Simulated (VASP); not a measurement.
# RbBr (Pm-3m) in VASP: further runs

The runs below take RbBr through single point, with PBE-based screened hybrid with 30 % exact exchange, PBE-based screened hybrid with 5 % exact exchange, PBE-based screened hybrid with 10 % exact exchange.

Program: VASP 6.6.1. These are calculated values, not measurements. Logs are shortened: lines on timing, memory, paths and dates and some standing lists are left out, and cuts for length are marked.

## (1) The cell of the first run

Symmetry: Pm-3m, No. 221, cubic system. Conventional cell: a = 4.126 Å, b = 4.126 Å, c = 4.126 Å, α = 90.00°, β = 90.00°, γ = 90.00°. Rb (site symmetry m-3m) has 8 Br at 3.57 Å and 6 Rb at 4.13 Å within 4.7 Å. Within 4.7 Å of Br (site symmetry m-3m) lie 8 Rb at 3.57 Å and 6 Br at 4.13 Å.

## (2) Single point, PBE-based screened hybrid with 30 % exact exchange

The input, POSCAR:

```
RbBr
1.0
    4.1260773000      0.0000000000      0.0000000000
    0.0000000000      4.1260773000      0.0000000000
    0.0000000000      0.0000000000      4.1260773000
Rb Br
1 1
Direct
    0.0000000000      0.0000000000      0.0000000000
    0.5000000000      0.5000000000      0.5000000000
```

The input, INCAR.step1:

```
SYSTEM = RbBr
ALGO = Normal
EDIFF = 1E-5
ENCUT = 520
GGA = PE
ISIF = 2
ISMEAR = -1
LASPH = .TRUE.
LCHARG = .FALSE.
LREAL = .FALSE.
LWAVE = .TRUE.
NBANDS = 15
NELM = 80
PREC = Accurate
SIGMA = 0.05
```

The input, INCAR.step2:

```
SYSTEM = RbBr
AEXX = 0.3
ALGO = Normal
EDIFF = 1E-6
ENCUT = 520
GGA = PE
HFSCREEN = 0.2
ISIF = 2
ISMEAR = -1
ISTART = 1
LASPH = .TRUE.
LCHARG = .FALSE.
LHFCALC = .TRUE.
LREAL = .FALSE.
LWAVE = .FALSE.
NBANDS = 15
NELM = 80
PREC = Accurate
PRECFOCK = Normal
SIGMA = 0.05
```

The input, KPOINTS:

```
k-points
0
G
  4 4 4
  0 0 0
```

Potentials or basis: VASP PAW PBE potentials, release 64 (Rb_sv, Br).

On the command line:

```bash
cat potpaw_PBE.64/Rb_sv/POTCAR potpaw_PBE.64/Br/POTCAR > POTCAR
cp INCAR.step1 INCAR
mpirun -np 1 vasp_std > vasp.out
cp INCAR.step2 INCAR
mpirun -np 1 vasp_std > vasp.out
```

OUTCAR:

```text
SYSTEM = RbBr
   AEXX = 0.3
   EDIFF = 1E-6
   ENCUT = 520
   GGA = PE
   HFSCREEN = 0.2
   ISIF = 2
   ISMEAR = -1
   ISTART = 1
   LASPH = .TRUE.
   LHFCALC = .TRUE.
   LREAL = .FALSE.
   NELM = 80
   PREC = Accurate
   PRECFOCK = Normal

 ion  position               nearest neighbor table
   1  0.000  0.000  0.000-   2 3.57   2 3.57   2 3.57   2 3.57   2 3.57   2 3.57   2 3.57   2 3.57

   2  0.500  0.500  0.500-   1 3.57   1 3.57   1 3.57   1 3.57   1 3.57   1 3.57   1 3.57   1 3.57

  LATTYP: Found a simple cubic cell.
 ALAT       =     4.1260773000

  Lattice vectors:

 A1 = (   4.1260773000,   0.0000000000,   0.0000000000)
 A2 = (   0.0000000000,   4.1260773000,   0.0000000000)
 A3 = (   0.0000000000,   0.0000000000,   4.1260773000)

Analysis of symmetry for initial positions (statically):
=====================================================================
 Subroutine PRICEL returns:
 Original cell was already a primitive cell.

 Routine SETGRP: Setting up the symmetry group for a
 simple cubic supercell.

 Subroutine GETGRP returns: Found 48 space group operations
 (whereof 48 operations were pure point group operations)
 out of a pool of 48 trial point group operations.

The static configuration has the point symmetry O_h .

Analysis of symmetry for dynamics (positions and initial velocities):
=====================================================================
 Subroutine PRICEL returns:
 Original cell was already a primitive cell.

 Routine SETGRP: Setting up the symmetry group for a
 simple cubic supercell.

 Subroutine GETGRP returns: Found 48 space group operations
 (whereof 48 operations were pure point group operations)
 out of a pool of 48 trial point group operations.

The dynamic configuration has the point symmetry O_h .

 Subroutine INISYM returns: Found 48 space group operations
 (whereof 48 operations are pure point group operations),
 and found     1 'primitive' translations

----------------------------------------------------------------------------------------

                                     Primitive cell

  volume of cell :      70.2445

  direct lattice vectors                    reciprocal lattice vectors
     4.126077300  0.000000000  0.000000000     0.242360947  0.000000000  0.000000000
     0.000000000  4.126077300  0.000000000     0.000000000  0.242360947  0.000000000
     0.000000000  0.000000000  4.126077300     0.000000000  0.000000000  0.242360947

  length of vectors
     4.126077300  4.126077300  4.126077300     0.242360947  0.242360947  0.242360947

  position of ions in fractional coordinates (direct lattice)
[... 85 lines left out ...]
  volume/ion in A,a.u.               =      35.12       237.02
  Fermi-wavevector in a.u.,A,eV,Ry     =   0.999795  1.889338 13.600238  0.999589
  Thomas-Fermi vector in A             =   2.132108
   LORBIT       =      0    0 simple, 1 ext, 2 COOP (PROOUT), +10 PAW based schemes
   GGA     = PE    functional components
   LHFCALC =     T    Hartree Fock is set to
   PRECFOCK=normal    Normal, Fast or Accurate (Low or Medium for compatibility)
   ENCUT4O =  -1.0   cutoff for four orbital integrals eV
   NKREDX  =     1    reduce k-point grid by
   NKREDY  =     1    reduce k-point grid by
   NKREDZ  =     1    reduce k-point grid by
   AEXX    =    0.3000 exact exchange contribution
   HFSCREEN=    0.2000 screening length (either q_TF or 0.3 A-1)
   HFSCREENC=   0.2000 screening length for correlation (either q_TF or 0.3 A-1)
   ENCUTFOCK=  -1.0 apply spherical cutoff to Coloumb kernel
   IVDW    =     0    specifies the selected vdW correction
   LEPSILON=     F    determine dielectric tensor
   LRPA    =     F    only Hartree local field effects (RPA)
 non-spin polarized calculation
  energy-cutoff  :      520.00
  volume of cell :       70.24
 maximum number of plane-waves:      1924
 NGX is ok and might be reduce to    32
  NGX = 24; NGY = 24; NGZ = 24

 number of electron      16.0000002 magnetization

 Free energy of the ion-electron system (eV)
  ---------------------------------------------------
  ext. energy  EPLUGINS =         0.00000000
  ---------------------------------------------------
  free energy    TOTEN  =        -7.18656857 eV

  energy without entropy =       -7.18656857  energy(sigma->0) =       -7.18656857

 E-fermi :  -0.5729     XC(G=0):  -6.3580

 val. band max:       -1.6969311955   @ k =   0.5000   0.5000   0.0000
 cond. band min:       3.8358540449   @ k =   0.0000   0.0000   0.0000
 fundamental gap:      5.5327852405
 Fermi energy:        -0.5729476200

 k-point     1 :       0.0000    0.0000    0.0000
  band No.  band energies     occupation
      1     -28.8693      2.00000
      2     -15.5887      2.00000
      3     -11.4509      2.00000
      4     -11.4509      2.00000
      5     -11.4509      2.00000
      6      -1.8639      2.00000
      7      -1.8639      2.00000
      8      -1.8639      2.00000
      9       3.8359      0.00000
     10       5.3312      0.00000
     11       5.3312      0.00000
     12      10.0355      0.00000
     13      10.0355      0.00000
     14      10.0355      0.00000
[... 149 lines left out ...]
      2     -15.2477      2.00000
      3     -11.6794      2.00000
      4     -11.6794      2.00000
      5     -11.6794      2.00000
      6      -3.1333      2.00000
      7      -3.1333      2.00000
      8      -3.1333      2.00000
      9       8.0275      0.00000
     10       8.0275      0.00000
     11       8.0275      0.00000
     12       9.4359      0.00000
     13       9.4359      0.00000
     14       9.4359      0.00000
     15      12.4530      0.00000

------------------------ aborting loop because EDIFF is reached ----------------------------------------

  FORCE on cell =-STRESS in cart. coord.  units (eV):
  Direction    XX          YY          ZZ          XY          YZ          ZX
  --------------------------------------------------------------------------------------
  -------------------------------------------------------------------------------------
  Total        0.1702347      0.1702347      0.1702347     -0.0000000      0.0000000     -0.0000000
  in kB        3.8828132      3.8828132      3.8828132     -0.0000000      0.0000000     -0.0000000
  external PRESSURE =       3.8828132 kB  Pullay stress =       0.0000000 kB

 VOLUME and BASIS-vectors are now :
 -----------------------------------------------------------------------------
  energy-cutoff  :      520.00
  volume of cell :       70.24
      direct lattice vectors                 reciprocal lattice vectors
     4.126077300  0.000000000  0.000000000     0.242360947  0.000000000  0.000000000
     0.000000000  4.126077300  0.000000000     0.000000000  0.242360947  0.000000000
     0.000000000  0.000000000  4.126077300     0.000000000  0.000000000  0.242360947

 POSITION                                       TOTAL-FORCE (eV/Angst)
 -----------------------------------------------------------------------------------
      0.00000      0.00000      0.00000         0.000000      0.000000      0.000000
      2.06304      2.06304      2.06304         0.000000      0.000000      0.000000
 -----------------------------------------------------------------------------------
    total drift:                               -0.000000     -0.000000     -0.000000

  FREE ENERGIE OF THE ION-ELECTRON SYSTEM (eV)
  ---------------------------------------------------
  free  energy   TOTEN  =        -7.1865685746 eV

  energy  without entropy=       -7.1865685746  energy(sigma->0) =       -7.18656857
```

OSZICAR.step1:

```text
N       E                     dE             d eps       ncg     rms          rms(c)
DAV:   1     0.821995967545E+02    0.82200E+02   -0.71469E+03   300   0.949E+02
DAV:   2    -0.119673212445E+01   -0.83396E+02   -0.79350E+02   424   0.169E+02
DAV:   3    -0.611096115716E+01   -0.49142E+01   -0.48981E+01   391   0.423E+01
DAV:   4    -0.622824575852E+01   -0.11728E+00   -0.11727E+00   429   0.599E+00
DAV:   5    -0.622879452481E+01   -0.54877E-03   -0.54876E-03   398   0.421E-01    0.261E+00
DAV:   6    -0.602392646645E+01    0.20487E+00   -0.18233E-01   349   0.230E+00    0.175E+00
DAV:   7    -0.599010437531E+01    0.33822E-01   -0.10354E-01   377   0.182E+00    0.902E-01
DAV:   8    -0.599315371609E+01   -0.30493E-02   -0.13283E-02   345   0.698E-01    0.132E-01
DAV:   9    -0.599304964154E+01    0.10407E-03   -0.48049E-04   419   0.122E-01    0.627E-02
DAV:  10    -0.599318126383E+01   -0.13162E-03   -0.23374E-04   364   0.101E-01    0.142E-02
DAV:  11    -0.599318139301E+01   -0.12918E-06   -0.92367E-06   305   0.206E-02
   1 F= -.59931814E+01 E0= -.59931814E+01  d E =-.681173E-10
```

It took 6.1 min on 1 thread of AMD EPYC 7R43 (Zen 3), shared host; peak memory 0.26 GiB.

Results:

```
Free energy            : -7.1866 eV
Pressure               : 0.4 GPa
Band gap on the k mesh : 5.53 eV (least direct gap 5.70 eV)
```

Levels at points of the mesh, in eV from the valence-band top:
```
           k point  band 4  band 5  band 6  band 7  band 8  band 9  band 10  band 11  band 12  band 13
(0.00, 0.00, 0.00)   -9.75   -9.75   -0.17   -0.17   -0.17    5.53     7.03     7.03    11.73    11.73
(0.50, 0.00, 0.00)   -9.70   -9.70   -1.83   -0.24   -0.24    8.46     8.60     9.26    10.20    11.66
(0.50, 0.50, 0.00)  -10.08   -9.67   -1.15   -1.15    0.00    6.76     7.74     9.59     9.59    12.47
(0.50, 0.50, 0.50)   -9.98   -9.98   -1.44   -1.44   -1.44    9.72     9.72     9.72    11.13    11.13
```

Caveat: the PAW data sets were made with another functional, which shifts forces and pressure a little. A k mesh can miss the band edges.

## (3) Single point, PBE-based screened hybrid with 5 % exact exchange

POSCAR is that of step 2.

The input, INCAR.step1:

```
SYSTEM = RbBr
PREC = Accurate
ENCUT = 520
EDIFF = 1E-5
ISMEAR = -1
SIGMA = 0.05
LREAL = .FALSE.
LASPH = .TRUE.
NELM = 80
ALGO = Normal
ISIF = 2
LWAVE = .TRUE.
NBANDS = 15
GGA = PE
```

The input, INCAR.step2:

```
SYSTEM = RbBr
PREC = Accurate
ENCUT = 520
EDIFF = 1E-7
ISMEAR = -1
SIGMA = 0.05
LREAL = .FALSE.
LASPH = .TRUE.
NELM = 80
ALGO = Normal
ISIF = 2
LWAVE = .FALSE.
LCHARG = .TRUE.
GGA = PE
LHFCALC = .TRUE.
AEXX = 0.05
HFSCREEN = 0.2
PRECFOCK = Normal
LELF = .TRUE.
LVHAR = .TRUE.
NBANDS = 15
ISTART = 1
```

The input, KPOINTS:

```
Automatic mesh
0
G
  4 4 4
  0 0 0
```

Potentials or basis: VASP PAW PBE potentials, release 64 (Rb_sv, Br).

On the command line:

```bash
cat potpaw_PBE.64/Rb_sv/POTCAR potpaw_PBE.64/Br/POTCAR > POTCAR
cp INCAR.step1 INCAR
mpirun -np 1 vasp_std > vasp.out
cp INCAR.step2 INCAR
mpirun -np 1 vasp_std > vasp.out
```

OUTCAR:

```text
SYSTEM = RbBr
   PREC = Accurate
   ENCUT = 520
   EDIFF = 1E-7
   ISMEAR = -1
   LREAL = .FALSE.
   LASPH = .TRUE.
   NELM = 80
   ISIF = 2
   GGA = PE
   LHFCALC = .TRUE.
   AEXX = 0.05
   HFSCREEN = 0.2
   PRECFOCK = Normal
   ISTART = 1

 ion  position               nearest neighbor table
   1  0.000  0.000  0.000-   2 3.57   2 3.57   2 3.57   2 3.57   2 3.57   2 3.57   2 3.57   2 3.57

   2  0.500  0.500  0.500-   1 3.57   1 3.57   1 3.57   1 3.57   1 3.57   1 3.57   1 3.57   1 3.57

  LATTYP: Found a simple cubic cell.
 ALAT       =     4.1260773000

  Lattice vectors:

 A1 = (   4.1260773000,   0.0000000000,   0.0000000000)
 A2 = (   0.0000000000,   4.1260773000,   0.0000000000)
 A3 = (   0.0000000000,   0.0000000000,   4.1260773000)

Analysis of symmetry for initial positions (statically):
=====================================================================
 Subroutine PRICEL returns:
 Original cell was already a primitive cell.

 Routine SETGRP: Setting up the symmetry group for a
 simple cubic supercell.

 Subroutine GETGRP returns: Found 48 space group operations
 (whereof 48 operations were pure point group operations)
[... 171 lines left out ...]
      6      -0.9866      2.00000
      7      -0.9866      2.00000
      8      -0.9866      2.00000
      9       3.4854      0.00000
     10       4.9856      0.00000
     11       4.9856      0.00000
     12       9.3934      0.00000
     13       9.3934      0.00000
     14       9.3934      0.00000
[... 149 lines left out ...]
      2     -13.3591      2.00000
      3     -10.2607      2.00000
      4     -10.2607      2.00000
      5     -10.2607      2.00000
      6      -2.1848      2.00000
      7      -2.1848      2.00000
      8      -2.1848      2.00000
      9       7.6458      0.00000
     10       7.6458      0.00000
     11       7.6458      0.00000
     12       8.8203      0.00000
     13       8.8203      0.00000
     14       8.8203      0.00000
     15      11.6317      0.00000

------------------------ aborting loop because EDIFF is reached ----------------------------------------

  FORCE on cell =-STRESS in cart. coord.  units (eV):
  Direction    XX          YY          ZZ          XY          YZ          ZX
  --------------------------------------------------------------------------------------
  -------------------------------------------------------------------------------------
  Total        0.3422112      0.3422112      0.3422112      0.0000000     -0.0000000     -0.0000000
  in kB        7.8053554      7.8053554      7.8053554      0.0000000     -0.0000000     -0.0000000
  external PRESSURE =       7.8053554 kB  Pullay stress =       0.0000000 kB

 VOLUME and BASIS-vectors are now :
 -----------------------------------------------------------------------------
  energy-cutoff  :      520.00
  volume of cell :       70.24
      direct lattice vectors                 reciprocal lattice vectors
     4.126077300  0.000000000  0.000000000     0.242360947  0.000000000  0.000000000
     0.000000000  4.126077300  0.000000000     0.000000000  0.242360947  0.000000000
     0.000000000  0.000000000  4.126077300     0.000000000  0.000000000  0.242360947

 POSITION                                       TOTAL-FORCE (eV/Angst)
 -----------------------------------------------------------------------------------
      0.00000      0.00000      0.00000         0.000000      0.000000      0.000000
      2.06304      2.06304      2.06304         0.000000      0.000000      0.000000
 -----------------------------------------------------------------------------------
    total drift:                                0.000000      0.000000      0.000001

  FREE ENERGIE OF THE ION-ELECTRON SYSTEM (eV)
  ---------------------------------------------------
  free  energy   TOTEN  =        -6.1866577045 eV

  energy  without entropy=       -6.1866577045  energy(sigma->0) =       -6.18665770
```

OSZICAR.step1:

```text
N       E                     dE             d eps       ncg     rms          rms(c)
DAV:   1     0.821995967545E+02    0.82200E+02   -0.71469E+03   300   0.949E+02
DAV:   2    -0.119673212445E+01   -0.83396E+02   -0.79350E+02   424   0.169E+02
DAV:   3    -0.611096115716E+01   -0.49142E+01   -0.48981E+01   391   0.423E+01
DAV:   4    -0.622824575852E+01   -0.11728E+00   -0.11727E+00   429   0.599E+00
DAV:   5    -0.622879452481E+01   -0.54877E-03   -0.54876E-03   398   0.421E-01    0.261E+00
DAV:   6    -0.602392646645E+01    0.20487E+00   -0.18233E-01   349   0.230E+00    0.175E+00
DAV:   7    -0.599010437531E+01    0.33822E-01   -0.10354E-01   377   0.182E+00    0.902E-01
DAV:   8    -0.599315371609E+01   -0.30493E-02   -0.13283E-02   345   0.698E-01    0.132E-01
DAV:   9    -0.599304964154E+01    0.10407E-03   -0.48049E-04   419   0.122E-01    0.627E-02
DAV:  10    -0.599318126383E+01   -0.13162E-03   -0.23374E-04   364   0.101E-01    0.142E-02
DAV:  11    -0.599318139301E+01   -0.12918E-06   -0.92367E-06   305   0.206E-02
   1 F= -.59931814E+01 E0= -.59931814E+01  d E =-.681173E-10
```

It took 7.4 min on 1 thread of AMD EPYC 7R43 (Zen 3), shared host; peak memory 0.26 GiB.

What came out:

```yaml
Free_energy: -6.1867 eV
Pressure: 0.8 GPa
Band_gap_on_the_k_mesh: 4.32 eV (least direct gap 4.47 eV)
```

Caveat: the PAW data sets were made with another functional, which shifts forces and pressure a little. A k mesh can miss the band edges.

(Continued in part 2 of 2.)
